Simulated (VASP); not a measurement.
Input of a VASP 6.6.1 run:

Contents of INCAR:

```
SYSTEM = SiPb
  ALGO = Normal
  EDIFF = 1E-6
  ENCUT = 520
  GGA = PS
  ISIF = 2
  ISMEAR = -1
  LASPH = .True.
  LCHARG = .False.
  LREAL = .False.
  LWAVE = .False.
  NBANDS = 16
  NELM = 60
  PREC = Accurate
  SIGMA = 0.08
```

The input KPOINTS:

```
k-points
0
Gamma
  11 11 11
  0 0 0
```

Contents of POSCAR:

```
SiPb
1.0
    2.8788432534      0.0000000000      0.0000000000
    0.0000000000      2.8788432534      0.0000000000
    0.0000000000      0.0000000000      2.8788432534
Pb Si
1 1
Direct
    0.0000000000      0.0000000000      0.0000000000
    0.5000000000      0.5000000000      0.5000000000
```

Potentials or basis: VASP PAW PBE potentials, release 64 (Pb_d, Si).

The run is started by

```console
$ cat potpaw_PBE.64/Pb_d/POTCAR potpaw_PBE.64/Si/POTCAR > POTCAR
$ mpirun -np 1 vasp_std > vasp.out
```

(1) What does it give for the pressure?

(2) Estimate the band gap on the k mesh.

Results:

(1) 181.1 GPa.

(2) zero (band 9 reaches 21.48 eV, above the bottom of band 10 at 15.43 eV).

Caveat: the PAW data sets were made with another functional, which shifts forces and pressure a little; spin-orbit coupling is left out, which moves the levels of the heavy elements.
